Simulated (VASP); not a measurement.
Input of a VASP 6.6.1 run:

Contents of INCAR:

```
SYSTEM = Ge4P
ALGO = Normal ; EDIFF = 1E-7
ENCUT = 520 ; GGA = PE
ISIF = 2 ; ISMEAR = 0
LASPH = .True. ; LCHARG = .False.
LREAL = .False. ; LWAVE = .False.
NBANDS = 38 ; NELM = 100
PREC = Accurate ; SIGMA = 0.1
```

File KPOINTS:

```
k-points
0
Gamma
  8 8 8
  0 0 0
```

Contents of POSCAR:

```
Ge4P
1.0
    0.0000000000      3.8478827546      3.8478827546
    3.8478827546      0.0000000000      3.8478827546
    3.8478827546      3.8478827546      0.0000000000
Ge P
4 1
Direct
    0.1252258087      0.6243225738      0.1252258087
    0.1252258087      0.1252258087      0.1252258087
    0.6243225738      0.1252258087      0.1252258087
    0.1252258087      0.1252258087      0.6243225738
    0.7500000000      0.7500000000      0.7500000000
```

Potentials or basis: VASP PAW PBE potentials, release 64 (Ge_d, P).

The run is started by

```sh
$ cat potpaw_PBE.64/Ge_d/POTCAR potpaw_PBE.64/P/POTCAR > POTCAR
$ mpirun -np 1 vasp_std > vasp.out
```

**Question.** Estimate the pressure.

**Answer.** 0.0 GPa.

**Question.** Estimate the band gap on the k mesh.

**Answer.** Zero (an odd number of electrons rules out a gap without spin polarisation).

**Question.** Estimate the largest force.

**Answer.** 0.004 eV/Å.

Forces on the atoms (eV/Å):
```
Ge  -0.002  0.002 -0.002
Ge   0.002  0.002  0.002
Ge   0.002 -0.002 -0.002
Ge  -0.002 -0.002  0.002
P    0.000  0.000  0.000
```
